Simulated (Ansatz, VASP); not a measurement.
## GaP in VASP and in Ansatz

```
CELL_PARAMETERS angstrom
0.00000 2.47382 2.47382
2.47382 0.00000 2.47382
2.47382 2.47382 0.00000
ATOMIC_POSITIONS crystal
Ga 0.00000 0.00000 0.00000
P 0.50000 0.50000 0.50000
```

Change from the starting cell: volume scaled by 0.94, PAW files.

Alike in both runs: task single point; functional LDA; k mesh 14 × 14 × 14; occupations fermi-dirac, width 0.1 eV; no spin polarisation.

|  | VASP | Ansatz |
| --- | --- | --- |
| version | VASP 6.6.1 | Ansatz 0.2.0 |
| potentials or method | VASP PAW LDA potentials, release 64 (Ga_d, P) | PAW with Ansatz's default frozen-core files, scalar-relativistic |
| plane-wave cutoff (eV) | 500 | 420 |
| valence electrons in the cell | 18 | 18 |

VASP gave:

```
pressure (GPa) : 7.6
```

Task: What did Ansatz give for the same quantities?

Result: Pressure (GPa): 7.4.

LDA's correlation is that of Perdew and Zunger in VASP and of Perdew and Wang (1992) in Ansatz.
